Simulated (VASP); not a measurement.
# YN (pbe): single point with PBE

Crystal: YN (pbe).

```xyz
2
Lattice="0.0000 2.4285 2.4661 2.4285 0.0000 2.4661 2.4285 2.4285 0.0000" Properties=species:S:1:pos:R:3 pbc="T T T"
Y     0.0000    0.0000    0.0000
N     2.4285    2.4285    2.4661
```

This cell differs from its parent crystal: strained cell.

```json
{"Program": "VASP 6.6.1", "Task": "single point", "Functional": "PBE", "Potentials or basis": "VASP PAW PBE potentials, release 64 (Y_sv, N)", "Cutoff": "600 eV", "k mesh": "10 × 10 × 10", "Occupations": "gaussian, width 0.01 eV", "Spin": "no spin polarisation"}
```

The pressure is 2.3 GPa and the band gap on the k mesh is 0.15 eV, indirect (least direct gap 0.53 eV).

Stress tensor (GPa, compression positive):
```
 3.52  0.00  0.00
 0.00  3.52  0.00
 0.00  0.00 -0.25
```

Levels at points of the mesh, in eV from the valence-band top:
| k point | band 6 | band 7 | band 8 | band 9 | band 10 | band 11 |
| --- | --- | --- | --- | --- | --- | --- |
| (0.00, 0.00, 0.00) | -0.07 | 0.00 | 0.00 | 3.04 | 3.17 | 3.17 |
| (0.50, 0.00, 0.00) | -4.11 | -2.29 | -2.28 | 5.70 | 6.34 | 6.42 |
| (0.50, 0.50, 0.00) | -1.60 | -0.37 | -0.37 | 0.19 | 6.86 | 7.23 |
| (0.50, 0.00, 0.50) | -1.47 | -0.46 | -0.39 | 0.15 | 6.81 | 7.30 |

It took 74 s on 1 thread of AMD EPYC 7R43 64-Core Processor (Zen 3), with other jobs on the host, peak memory 0.19 GiB.

Caveat: the cell differs from its parent crystal (strained cell). A k mesh can miss the band edges.
